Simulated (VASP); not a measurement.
Write the native input for VASP 6.6.1 that does the following.

```
Task                   : relaxation of cell and atoms
Functional             : LDA
Potentials or basis    : VASP PAW LDA potentials, release 64 (Co)
Cutoff                 : 600 eV
k mesh                 : 9 × 9 × 13
Occupations            : fermi-dirac, width 0.05 eV
Spin                   : collinear spin, ferromagnetic start
Starting moments       : [1.7, 1.7, 1.7] μB
Dipole correction      : no
Further INCAR settings : ALGO = Normal; EDIFF = 1e-07; IBRION = 2; EDIFFG = -0.01; NSW = 80; ISIF = 3
```

The structure of Co lies in POSCAR:

```
Co
1.0
    3.9701439143      0.0000000000      0.0000000000
   -1.9850719572      3.4382454865      0.0000000000
    0.0000000000      0.0000000000      2.4336982195
Co
3
Direct
    0.0000000000      0.0000000000      0.0000000000
    0.3333333333      0.6666666667      0.5000000000
    0.6666666667      0.3333333333      0.5000000000
```

This isn't the form of Co at room conditions, which is hcp.

The input as run:

INCAR

```
PREC = Accurate ; ENCUT = 600
EDIFF = 1E-7 ; ISMEAR = -1
SIGMA = 0.05 ; LREAL = F
LASPH = T ; NELM = 200
ALGO = Normal ; ISIF = 3
LWAVE = F ; LCHARG = F
ISPIN = 2 ; MAGMOM = 1.7 1.7 1.7
LORBIT = 11 ; LMAXMIX = 4
IBRION = 2 ; NSW = 80
EDIFFG = -0.01 ; GGA_COMPAT = F
NELMIN = 4
```

KPOINTS

```
regular mesh
0
Gamma
  9 9 13
```

Potentials or basis: VASP PAW LDA potentials, release 64 (Co).

The run is started by

```bash
$ cat potpaw_LDA.64/Co/POTCAR > POTCAR
$ mpirun -np 1 vasp_std > vasp.out
```

Results of the run:

```yaml
Relaxed_volume: 10.14 Å³/atom
Relaxed_cell: a = 3.849 Å, b = 3.849 Å, c = 2.371 Å, α = 90.00°, β = 90.00°, γ = 120.00°
Space_group_after_relaxing_to_0.1_Å: P6/mmm (No. 191)
Energy_gained_by_relaxing: 59.1 meV/atom
Ionic_steps: 4
Pressure_after_relaxing: 0.0 GPa
Net_moment: 4.60 μB per cell
Site_moments: Co +1.52, +1.53 (each value once) μB
Valence_electrons_inside_the_program's_atomic_spheres: Co 8.37, 8.48 (each value once)
```

Run time: 3.2 min on 1 thread of AMD EPYC 9R45 96-Core Processor (Zen 5), with other jobs on the host, peak memory 0.19 GiB.
